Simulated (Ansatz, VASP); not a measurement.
W: VASP beside Ansatz

Contents of INCAR:

```
PREC     = Accurate       # precision mode
ENCUT    = 600            # plane-wave cutoff, eV
EDIFF    = 1E-7           # SCF threshold, eV
ISMEAR   = 0              # smearing method
SIGMA    = 0.1            # smearing width, eV
LREAL    = F              # projectors in reciprocal space
LASPH    = T              # aspherical terms in the spheres
NELM     = 60             # most SCF steps
ALGO     = Fast           # electronic algorithm
ISIF     = 3              # what is computed and relaxed
LWAVE    = F              # write WAVECAR
LCHARG   = F              # write CHGCAR
GGA      = PS             # functional
IBRION   = 2              # ionic algorithm
NSW      = 100            # ionic steps
EDIFFG   = -0.01          # ionic threshold
```

Contents of KPOINTS:

```
regular mesh
0
Gamma
  24 24 22
```

Contents of POSCAR:

```
W
1.0
    2.7617846990      0.0000000000      0.0000000000
   -1.3808923495      2.3917757091      0.0000000000
    0.0000000000      0.0000000000      2.5546169029
W
1
Direct
    0.0000000000      0.0000000000      0.0000000000
```

Input for Ansatz:

```yaml
crystal:
  lattice:
    - [2.761784699, 0.0, 0.0]
    - [-1.3808923495, 2.3917757091, 0.0]
    - [0.0, 0.0, 2.5546169029]
  atoms:
    - { symbol: W, position: [0.0, 0.0, 0.0] }
basis:
  ecutwfc: 420
kpoints:
  mp_grid: { grid: [24, 24, 22] }
hamiltonian:
  xc: pbesol
scf:
  occupations: { method: gaussian, width: 0.1 }
output:
  forces: true
  stress: true
  eigenvalues: true
relax:
  adjacent_minimum: "off"
  f_tol: 0.01
  max_steps: 80
  cell: { stress_tol: 0.05 }
```

Alike in both runs: task relaxation of cell and atoms; functional PBEsol; k mesh 24 × 24 × 22; occupations gaussian, width 0.1 eV; no spin polarisation.

|  | VASP | Ansatz |
| --- | --- | --- |
| version | VASP 6.6.1 | Ansatz 0.2.0 |
| potentials or method | VASP PAW PBE potentials, release 64 (W_sv), cutoff 600 eV | scalar-relativistic, plane waves, PAW |
| valence electrons in the cell | 14 | 14 |

```tsv
	VASP	Ansatz	Ansatz less VASP
gap on the k mesh at the Fermi level, each at its own relaxed structure (eV)	none	none	-
relaxed volume (Å³/atom)	16.99	16.94	-0.051
relaxed cell length with the largest relative difference (Å)	2.572	2.568	-0.0043
```

VASP's potentials were made for PBE, not for PBEsol. A gap of «none» marks a metal or a gap that the smearing closes.

Neither program's run includes spin-orbit coupling.
